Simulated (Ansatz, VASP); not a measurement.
# One calculation of Ge3Pd, two programs

```xyz
4
Lattice="4.2233 0.0000 0.0000 0.0000 4.2233 0.0000 0.0000 0.0000 4.2233" Properties=species:S:1:pos:R:3 pbc="T T T"
Pd    0.0000    0.0000    0.0000
Ge    2.1116    2.1116    0.0000
Ge    2.1116    0.0000    2.1116
Ge    0.0000    2.1116    2.1116
```

Alike in both runs: task single point; functional PBE; k mesh 7 × 7 × 7; occupations fermi-dirac, width 0.05 eV; no spin polarisation.

|  | VASP | Ansatz |
| --- | --- | --- |
| version | VASP 6.6.1 | Ansatz 0.2.0 |
| potentials or method | VASP PAW PBE potentials, release 64 (Pd, Ge_d) | Ansatz PAW |
| plane-wave cutoff (eV) | 520 | 420 |
| valence electrons in the cell | 52 | 60 |

|  | VASP | Ansatz | Ansatz less VASP |
| --- | --- | --- | --- |
| gap on the k mesh at the Fermi level (eV) | none | none | - |
| pressure (GPa) | -4.4 | -4.4 | -0.01 |

A gap of «none» marks a metal or a gap that the smearing closes. VASP's potentials hold 52 valence electrons a cell and Ansatz's 60, so a difference there can come from the potentials and not from the codes.
